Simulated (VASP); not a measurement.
# Ga (Im-3m) in VASP: further runs

Ga is run at these levels: RPBE; tasks: single point.

Everything below comes from runs of VASP 6.6.1. Logs are shortened: lines on timing, memory, paths and dates and some standing lists are left out, and cuts for length are marked.

## Step 1: The cell of the first run

The structure is cubic, space group Im-3m (No. 229). The conventional cell has a = 3.415 Å, b = 3.415 Å, c = 3.415 Å, α = 90.00°, β = 90.00°, γ = 90.00°. Within 3.9 Å of Ga (site symmetry m-3m) lie 14 Ga at 2.96 to 3.42 Å.

## Step 2: Single point, RPBE

INCAR reads:

```
SYSTEM = Ga
PREC     = Accurate       ! precision mode
ENCUT    = 520            ! plane-wave cutoff, eV
EDIFF    = 1E-6           ! SCF threshold, eV
ISMEAR   = -1             ! smearing method
SIGMA    = 0.1            ! smearing width, eV
LREAL    = .False.        ! projectors in reciprocal space
LASPH    = .True.         ! aspherical terms in the spheres
NELM     = 80             ! most SCF steps
ALGO     = Normal         ! electronic algorithm
ISIF     = 2              ! what is computed and relaxed
LWAVE    = .False.        ! write WAVECAR
LCHARG   = .False.        ! write CHGCAR
GGA      = RP             ! functional
NBANDS   = 12             ! bands
```

KPOINTS reads:

```
Automatic mesh
0
Gamma
  15 15 15
  0 0 0
```

POSCAR reads:

```
Ga
1.0
   -1.7075845618      1.7075845618      1.7075845618
    1.7075845618     -1.7075845618      1.7075845618
    1.7075845618      1.7075845618     -1.7075845618
Ga
1
Direct
    0.0000000000      0.0000000000      0.0000000000
```

Potentials or basis: VASP PAW PBE potentials, release 64 (Ga_d).

Command:

```
$ cat potpaw_PBE.64/Ga_d/POTCAR > POTCAR
$ mpirun -np 1 vasp_std > vasp.out
```

OUTCAR:

```text
SYSTEM = Ga
   PREC = Accurate
   ENCUT = 520
   EDIFF = 1E-6
   ISMEAR = -1
   LREAL = .False.
   LASPH = .True.
   NELM = 80
   ISIF = 2
   GGA = RP

 ion  position               nearest neighbor table
   1  0.000  0.000  0.000-

  LATTYP: Found a body centered cubic cell.
 ALAT       =     3.4151691236

  Lattice vectors:

 A1 = (  -1.7075845618,   1.7075845618,   1.7075845618)
 A2 = (   1.7075845618,  -1.7075845618,   1.7075845618)
 A3 = (   1.7075845618,   1.7075845618,  -1.7075845618)

Analysis of symmetry for initial positions (statically):
=====================================================================
 Subroutine PRICEL returns:
 Original cell was already a primitive cell.

 Routine SETGRP: Setting up the symmetry group for a
 body centered cubic supercell.

 Subroutine GETGRP returns: Found 48 space group operations
 (whereof 48 operations were pure point group operations)
 out of a pool of 48 trial point group operations.

The static configuration has the point symmetry O_h .

Analysis of symmetry for dynamics (positions and initial velocities):
=====================================================================
 Subroutine PRICEL returns:
 Original cell was already a primitive cell.

 Routine SETGRP: Setting up the symmetry group for a
 body centered cubic supercell.

 Subroutine GETGRP returns: Found 48 space group operations
 (whereof 48 operations were pure point group operations)
 out of a pool of 48 trial point group operations.

The dynamic configuration has the point symmetry O_h .

 Subroutine INISYM returns: Found 48 space group operations
 (whereof 48 operations are pure point group operations),
 and found     1 'primitive' translations

----------------------------------------------------------------------------------------

                                     Primitive cell

  volume of cell :      19.9162

  direct lattice vectors                    reciprocal lattice vectors
    -1.707584562  1.707584562  1.707584562     0.000000000  0.292811268  0.292811268
     1.707584562 -1.707584562  1.707584562     0.292811268  0.000000000  0.292811268
     1.707584562  1.707584562 -1.707584562     0.292811268  0.292811268  0.000000000

  length of vectors
     2.957623219  2.957623219  2.957623219     0.414097666  0.414097666  0.414097666

[... 76 lines left out ...]
   ENCUT  =  520.0 eV  38.22 Ry    6.18 a.u.   5.50  5.50  5.50*2*pi/ulx,y,z
   NELM   =     80;   NELMIN=  2; NELMDL= -5     # of ELM steps
   EDIFF  = 0.1E-05   stopping-criterion for ELM
   LREAL  =      F    real-space projection
   EDIFFG = 0.1E-04   stopping-criterion for IOM
   NSW    =      0    number of steps for IOM
   IBRION =     -1    ionic relax: 0-MD 1-quasi-New 2-CG
   NFREE  =      0    steps in history (QN), initial steepest desc. (CG)
   ISIF   =      2    stress and relaxation
   ISYM   =      2    0-nonsym 1-usesym 2-fastsym
   POTIM  = 0.5000    time-step for ionic-motion
   TEBEG  =    0.0;   TEEND  =   0.0 temperature during run
   PSTRESS=    0.0 pullay stress
   NELECT =      13.0000    total number of electrons
   NUPDOWN=      -1.0000    fix difference up-down
   EMIN   =  10.00;   EMAX   =-10.00  energy-range for DOS
   EFERMI =   0.00;   METHOD = LEGACY
   ISMEAR =    -1;   SIGMA  =   0.10  broadening in eV -4-tet -1-fermi 0-gaus
   EFERMI_NEDOS =   21; number of points for ismear=-14 and -15
   IALGO  =     38    algorithm
   IMIX   =      4    mixing-type and parameters
     AMIX     =   0.40;   BMIX     =  1.00
     AMIX_MAG =   1.60;   BMIX_MAG =  1.00
  volume/ion in A,a.u.               =      19.92       134.40
  Fermi-wavevector in a.u.,A,eV,Ry     =   1.420105  2.683609 27.438838  2.016698
  Thomas-Fermi vector in A             =   2.541055
   LORBIT       =      0    0 simple, 1 ext, 2 COOP (PROOUT), +10 PAW based schemes
   GGA     = RP    functional components
   LHFCALC =     F    Hartree Fock is set to
   AEXX    =    0.0000 exact exchange contribution
   IVDW    =     0    specifies the selected vdW correction
   LEPSILON=     F    determine dielectric tensor
   LRPA    =     F    only Hartree local field effects (RPA)
 non-spin polarized calculation
  energy-cutoff  :      520.00
  volume of cell :       19.92
 maximum number of plane-waves:       555
 NGX is ok and might be reduce to    24
   NGX = 11   NGY = 11   NGZ = 11

 number of electron      13.0000000 magnetization

 Free energy of the ion-electron system (eV)
  ---------------------------------------------------
  ext. energy  EPLUGINS =         0.00000000
  ---------------------------------------------------
  free energy    TOTEN  =        -2.52851311 eV

  energy without entropy =       -2.51365216  energy(sigma->0) =       -2.52108263

 E-fermi :   5.2026     XC(G=0): -10.6257

 val. band max:        5.1620577055   @ k =  -0.4000   0.4000   0.2000
 cond. band min:       5.2095219434   @ k =  -0.4000  -0.4000   0.1333
 fundamental gap:      0.0474642379
 Fermi energy:         5.2025855723

 k-point     1 :       0.0000    0.0000    0.0000
  band No.  band energies     occupation
      1      -9.7175      2.00000
      2      -9.7175      2.00000
      3      -9.7175      2.00000
      4      -9.5545      2.00000
      5      -9.5545      2.00000
      6      -5.4274      2.00000
      7      17.1999      0.00000
      8      17.1999      0.00000
      9      17.1999      0.00000
     10      21.8061      0.00000
     11      21.8061      0.00000
     12      21.8061      0.00000
[... 331 lines left out ...]
 k-point    24 :       0.4000    0.2000    0.0000
  band No.  band energies     occupation
      1      -9.7688      2.00000
      2      -9.7019      2.00000
      3      -9.5825      2.00000
      4      -9.5623      2.00000
      5      -9.4984      2.00000
      6       1.4340      2.00000
      7       2.5643      2.00000
      8       7.3778      0.00000
      9      12.3872      0.00000
     10      18.4965      0.00000
     11      22.1934      0.00000
     12      23.8667      0.00000

 [... further k-points ...]
[... 5 lines left out ...]
  --------------------------------------------------------------------------------------
  -------------------------------------------------------------------------------------
  Total        0.0106566      0.0106566      0.0106566      0.0000000      0.0000000      0.0000000
  in kB        0.8572833      0.8572833      0.8572833      0.0000000      0.0000000      0.0000000
  external PRESSURE =       0.8572833 kB  Pullay stress =       0.0000000 kB

 VOLUME and BASIS-vectors are now :
 -----------------------------------------------------------------------------
  energy-cutoff  :      520.00
  volume of cell :       19.92
      direct lattice vectors                 reciprocal lattice vectors
    -1.707584562  1.707584562  1.707584562     0.000000000  0.292811268  0.292811268
     1.707584562 -1.707584562  1.707584562     0.292811268  0.000000000  0.292811268
     1.707584562  1.707584562 -1.707584562     0.292811268  0.292811268  0.000000000

 POSITION                                       TOTAL-FORCE (eV/Angst)
 -----------------------------------------------------------------------------------
      0.00000      0.00000      0.00000        -0.000000      0.000000      0.000000
 -----------------------------------------------------------------------------------
    total drift:                               -0.000000      0.000000      0.000000

  FREE ENERGIE OF THE ION-ELECTRON SYSTEM (eV)
  ---------------------------------------------------
  free  energy   TOTEN  =        -2.5285131075 eV

  energy  without entropy=       -2.5136521565  energy(sigma->0) =       -2.52108263
```

OSZICAR:

```text
N       E                     dE             d eps       ncg     rms          rms(c)
DAV:   1     0.461903868457E+02    0.46190E+02   -0.67049E+03  3076   0.184E+03
DAV:   2    -0.172076351045E+00   -0.46362E+02   -0.44724E+02  3084   0.274E+02
DAV:   3    -0.252736130626E+01   -0.23553E+01   -0.23505E+01  3272   0.471E+01
DAV:   4    -0.254829163715E+01   -0.20930E-01   -0.20927E-01  3364   0.482E+00
DAV:   5    -0.254850812560E+01   -0.21649E-03   -0.21649E-03  3320   0.472E-01    0.751E-01
DAV:   6    -0.253287443549E+01    0.15634E-01   -0.24284E-02  3576   0.304E+00    0.404E-01
DAV:   7    -0.252889497283E+01    0.39795E-02   -0.59505E-03  4520   0.127E+00    0.106E-01
DAV:   8    -0.252850526169E+01    0.38971E-03   -0.54784E-04  3396   0.417E-01    0.795E-03
DAV:   9    -0.252851165832E+01   -0.63966E-05   -0.66267E-06  4180   0.329E-02    0.346E-03
DAV:  10    -0.252851318396E+01   -0.15256E-05   -0.71512E-07  2752   0.793E-03    0.353E-04
DAV:  11    -0.252851310755E+01    0.76411E-07   -0.38710E-08  1712   0.183E-03
   1 F= -.25285131E+01 E0= -.25210826E+01  d E =-.148610E-01
```

stdout:

```text
POSCAR found type information on POSCAR Ga
 POSCAR found :  1 types and       1 ions
 scaLAPACK will be used
 -----------------------------------------------------------------------------
|                                                                             |
|                                                                             |
|     You enforced a specific xc type in the INCAR file but a different       |
|     I HOPE YOU KNOW WHAT YOU ARE DOING!                                     |
|                                                                             |
 -----------------------------------------------------------------------------

 LDA part: xc-table for (Slater+PW92), standard interpolation
 POSCAR, INCAR and KPOINTS ok, starting setup
 FFT: planning ... GRIDC
 FFT: planning ... GRID_SOFT
 FFT: planning ... GRID
 WAVECAR not read
 entering main loop
```

Run time: 20 s. Hardware: 1 thread of Intel Xeon Platinum 8259CL at 2.50GHz (Skylake/Cascade Lake), shared host; peak memory 0.15 GiB.

Results:

- Free energy: -2.5285 eV
- Pressure: 0.1 GPa

Caveat: the PAW data sets were made with another functional, which shifts forces and pressure a little.

## Step 3: Single point, RPBE (volume scaled by 1.04)

INCAR reads:

```
PREC = Accurate ; ENCUT = 520
EDIFF = 1E-6 ; ISMEAR = -1
SIGMA = 0.1 ; LREAL = False
LASPH = True ; NELM = 60
ALGO = Normal ; ISIF = 2
LWAVE = False ; LCHARG = False
GGA = RP ; NBANDS = 12
```

KPOINTS reads:

```
Automatic mesh
0
Gamma
  15 15 15
```

POSCAR reads:

```
Ga
1.0
   -1.7300553566      1.7300553566      1.7300553566
    1.7300553566     -1.7300553566      1.7300553566
    1.7300553566      1.7300553566     -1.7300553566
Ga
1
Direct
    0.0000000000      0.0000000000      0.0000000000
```

Potentials or basis: VASP PAW PBE potentials, release 64 (Ga_d).

Command:

```
$ cat potpaw_PBE.64/Ga_d/POTCAR > POTCAR
$ mpirun -np 1 vasp_std > vasp.out
```

OUTCAR:

```text
PREC = Accurate
   ENCUT = 520
   EDIFF = 1E-6
   ISMEAR = -1
   LREAL = False
   LASPH = True
   NELM = 60
   ISIF = 2
   GGA = RP

 ion  position               nearest neighbor table
   1  0.000  0.000  0.000-

  LATTYP: Found a body centered cubic cell.
 ALAT       =     3.4601107132

  Lattice vectors:

 A1 = (  -1.7300553566,   1.7300553566,   1.7300553566)
 A2 = (   1.7300553566,  -1.7300553566,   1.7300553566)
 A3 = (   1.7300553566,   1.7300553566,  -1.7300553566)

Analysis of symmetry for initial positions (statically):
=====================================================================
 Subroutine PRICEL returns:
 Original cell was already a primitive cell.

 Routine SETGRP: Setting up the symmetry group for a
 body centered cubic supercell.

 Subroutine GETGRP returns: Found 48 space group operations
 (whereof 48 operations were pure point group operations)
 out of a pool of 48 trial point group operations.

The static configuration has the point symmetry O_h .

Analysis of symmetry for dynamics (positions and initial velocities):
=====================================================================
 Subroutine PRICEL returns:
 Original cell was already a primitive cell.

 Routine SETGRP: Setting up the symmetry group for a
 body centered cubic supercell.

 Subroutine GETGRP returns: Found 48 space group operations
 (whereof 48 operations were pure point group operations)
 out of a pool of 48 trial point group operations.

The dynamic configuration has the point symmetry O_h .

 Subroutine INISYM returns: Found 48 space group operations
 (whereof 48 operations are pure point group operations),
 and found     1 'primitive' translations

----------------------------------------------------------------------------------------

                                     Primitive cell
[... 107 lines left out ...]
   IMIX   =      4    mixing-type and parameters
     AMIX     =   0.40;   BMIX     =  1.00
     AMIX_MAG =   1.60;   BMIX_MAG =  1.00
  volume/ion in A,a.u.               =      20.71       139.78
  Fermi-wavevector in a.u.,A,eV,Ry     =   1.401660  2.648753 26.730689  1.964650
  Thomas-Fermi vector in A             =   2.524499
   LORBIT       =      0    0 simple, 1 ext, 2 COOP (PROOUT), +10 PAW based schemes
   GGA     = RP    functional components
   LHFCALC =     F    Hartree Fock is set to
   AEXX    =    0.0000 exact exchange contribution
   IVDW    =     0    specifies the selected vdW correction
   LEPSILON=     F    determine dielectric tensor
   LRPA    =     F    only Hartree local field effects (RPA)
 non-spin polarized calculation
  energy-cutoff  :      520.00
  volume of cell :       20.71
 maximum number of plane-waves:       572
   NGX = 11   NGY = 11   NGZ = 11

 number of electron      13.0000012 magnetization

 Free energy of the ion-electron system (eV)
  ---------------------------------------------------
  ext. energy  EPLUGINS =         0.00000000
  ---------------------------------------------------
  free energy    TOTEN  =        -2.52523723 eV

  energy without entropy =       -2.50986532  energy(sigma->0) =       -2.51755127

 E-fermi :   4.8647     XC(G=0): -10.4366

 val. band max:        4.8482408311   @ k =   0.2000   0.2000   0.2000
 cond. band min:       4.9082472355   @ k =  -0.4000  -0.4000   0.1333
 fundamental gap:      0.0600064044
 Fermi energy:         4.8647361369

 k-point     1 :       0.0000    0.0000    0.0000
  band No.  band energies     occupation
      1     -10.0302      2.00000
      2     -10.0302      2.00000
      3     -10.0302      2.00000
      4      -9.8821      2.00000
      5      -9.8821      2.00000
      6      -5.4866      2.00000
      7      16.4115      0.00000
      8      16.4115      0.00000
      9      16.4115      0.00000
     10      21.0925      0.00000
     11      21.0925      0.00000
     12      21.0925      0.00000
[... 331 lines left out ...]
 k-point    24 :       0.4000    0.2000    0.0000
  band No.  band energies     occupation
      1     -10.0748      2.00000
      2     -10.0130      2.00000
      3      -9.9072      2.00000
      4      -9.8892      2.00000
      5      -9.8308      2.00000
      6       1.0818      2.00000
      7       2.3645      2.00000
      8       6.9926      0.00000
      9      11.8642      0.00000
     10      17.8108      0.00000
     11      21.3821      0.00000
     12      23.1325      0.00000

 [... further k-points ...]
[... 5 lines left out ...]
  --------------------------------------------------------------------------------------
  -------------------------------------------------------------------------------------
  Total       -0.1827140     -0.1827140     -0.1827140     -0.0000000      0.0000000     -0.0000000
  in kB      -14.1332587    -14.1332587    -14.1332587     -0.0000000      0.0000000     -0.0000000
  external PRESSURE =     -14.1332587 kB  Pullay stress =       0.0000000 kB

 VOLUME and BASIS-vectors are now :
 -----------------------------------------------------------------------------
  energy-cutoff  :      520.00
  volume of cell :       20.71
      direct lattice vectors                 reciprocal lattice vectors
    -1.730055357  1.730055357  1.730055357     0.000000000  0.289008093  0.289008093
     1.730055357 -1.730055357  1.730055357     0.289008093  0.000000000  0.289008093
     1.730055357  1.730055357 -1.730055357     0.289008093  0.289008093  0.000000000

 POSITION                                       TOTAL-FORCE (eV/Angst)
 -----------------------------------------------------------------------------------
      0.00000      0.00000      0.00000         0.000000     -0.000000      0.000000
 -----------------------------------------------------------------------------------
    total drift:                               -0.000000      0.000000      0.000000

  FREE ENERGIE OF THE ION-ELECTRON SYSTEM (eV)
  ---------------------------------------------------
  free  energy   TOTEN  =        -2.5252372258 eV

  energy  without entropy=       -2.5098653233  energy(sigma->0) =       -2.51755127
```

OSZICAR:

```text
N       E                     dE             d eps       ncg     rms          rms(c)
DAV:   1     0.460410176614E+02    0.46041E+02   -0.66438E+03  3084   0.180E+03
DAV:   2    -0.102768363599E+00   -0.46144E+02   -0.44675E+02  3084   0.271E+02
DAV:   3    -0.252174033731E+01   -0.24190E+01   -0.24133E+01  3264   0.474E+01
DAV:   4    -0.254330261512E+01   -0.21562E-01   -0.21559E-01  3364   0.490E+00
DAV:   5    -0.254354207093E+01   -0.23946E-03   -0.23945E-03  3360   0.497E-01    0.716E-01
DAV:   6    -0.252919895246E+01    0.14343E-01   -0.22559E-02  3568   0.286E+00    0.390E-01
DAV:   7    -0.252557102752E+01    0.36279E-02   -0.57040E-03  4524   0.121E+00    0.103E-01
DAV:   8    -0.252522862455E+01    0.34240E-03   -0.54004E-04  3476   0.410E-01    0.813E-03
DAV:   9    -0.252523571112E+01   -0.70866E-05   -0.66920E-06  4168   0.327E-02    0.344E-03
DAV:  10    -0.252523731446E+01   -0.16033E-05   -0.82510E-07  3156   0.825E-03    0.341E-04
DAV:  11    -0.252523722582E+01    0.88639E-07   -0.62750E-09  1824   0.975E-04
   1 F= -.25252372E+01 E0= -.25175513E+01  d E =-.153719E-01
```

It took 23 s on 1 thread of Intel Xeon Platinum 8259CL at 2.50GHz (Skylake/Cascade Lake), shared host; peak memory 0.16 GiB.

What came out:

| Quantity | Value |
| --- | --- |
| Free energy | -2.5252 eV |
| Pressure | -1.4 GPa |

Levels at points of the mesh, in eV from the Fermi level:
```tsv
k point	band 3	band 4	band 5	band 6	band 7	band 8	band 9	band 10
(0.00, 0.00, 0.00)	-14.89	-14.75	-14.75	-10.35	11.55	11.55	11.55	16.23
```

Caveat: the PAW data sets were made with another functional, which shifts forces and pressure a little.

[end of part 1 of 2]
